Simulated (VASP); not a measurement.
Here is a VASP 6.6.1 calculation.

File INCAR:

```
PREC = Accurate
ENCUT = 520
EDIFF = 1E-7
ISMEAR = 0
SIGMA = 0.01
LREAL = F
LASPH = T
NELM = 100
ALGO = Normal
ISIF = 2
LWAVE = F
LCHARG = T
LELF = T
LVHAR = T
NBANDS = 11
```

The input KPOINTS:

```
regular mesh
0
Gamma
  12 12 8
```

File POSCAR:

```
MgO
1.0
    2.9380209000      0.0000000000      0.0000000000
   -1.4690104500      2.5444007400      0.0000000000
    0.0000000000      0.0000000000      2.6796800000
Mg O
1 1
Direct
    0.0000000000      0.0000000000      0.0000000000
    0.3333333333      0.6666666667      0.5000000000
```

Potentials or basis: VASP PAW LDA potentials, release 64 (Mg, O).

Launch:

```console
$ cat potpaw_LDA.64/Mg/POTCAR potpaw_LDA.64/O/POTCAR > POTCAR
$ mpirun -np 1 vasp_std > vasp.out
```

Question: Estimate the band gap on the k mesh.

Answer: 2.94 eV, indirect (least direct gap 3.35 eV).

Question: What does it give for the pressure?

Answer: -11.0 GPa.

Stress tensor (GPa, compression positive):
```
-10.44   0.00   0.00
  0.00 -10.44   0.00
  0.00   0.00 -12.02
```

A k mesh can miss the band edges. LDA gaps usually lie below the measured ones, often by a third to a half.
